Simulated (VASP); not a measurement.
Input of a VASP 6.6.1 run:

The input INCAR:

```
SYSTEM = CdSe
PREC = Accurate
ENCUT = 500
EDIFF = 1E-6
ISMEAR = 0
SIGMA = 0.01
LREAL = .False.
LASPH = .True.
NELM = 120
ALGO = Normal
ISIF = 2
LWAVE = .False.
LCHARG = .False.
GGA = PE
NBANDS = 16
GGA_COMPAT = .False.
```

The input KPOINTS:

```
regular mesh
0
Gamma
  6 6 6
  0 0 0
```

File POSCAR:

```
CdSe
1.0
    0.0000000000      2.9654396014      2.9654396014
    2.9654396014      0.0000000000      2.9654396014
    2.9654396014      2.9654396014      0.0000000000
Cd Se
1 1
Direct
    0.0000000000      0.0000000000      0.0000000000
    0.2500000000      0.2500000000      0.2500000000
```

Potentials or basis: VASP PAW PBE potentials, release 64 (Cd, Se).

Command:

```bash
$ cat potpaw_PBE.64/Cd/POTCAR potpaw_PBE.64/Se/POTCAR > POTCAR
$ mpirun -np 1 vasp_std > vasp.out
```

What does it give for the band gap on the k mesh?

0.76 eV.

What does it give for the pressure?

8.5 GPa.

Caveat: the cell stands under pressure.
